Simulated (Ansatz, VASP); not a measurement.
**Nb: VASP beside Ansatz**

```
CELL_PARAMETERS angstrom
-1.65556 1.65556 1.65556
1.65556 -1.65556 1.65556
1.65556 1.65556 -1.65556
ATOMIC_POSITIONS crystal
Nb 0.00000 0.00000 0.00000
```

Alike in both runs: task relaxation of cell and atoms; functional PBE; k mesh 20 × 20 × 20; occupations fermi-dirac, width 0.15 eV; no spin polarisation.

|  | VASP | Ansatz |
| --- | --- | --- |
| version | VASP 6.6.1 | Ansatz 0.2.0 |
| potentials or method | VASP PAW PBE potentials, release 64 (Nb_sv), cutoff 600 eV | scalar-relativistic, plane waves, PAW |
| valence electrons in the cell | 13 | 13 |

```tsv
	VASP	Ansatz	Ansatz less VASP
gap on the k mesh at the Fermi level, each at its own relaxed structure (eV)	none	none	-
relaxed volume (Å³/atom)	18.15	18.19	+0.032
relaxed cell length with the largest relative difference (Å)	2.868	2.869	+0.0017
```

A gap of «none» marks a metal or a gap that the smearing closes.
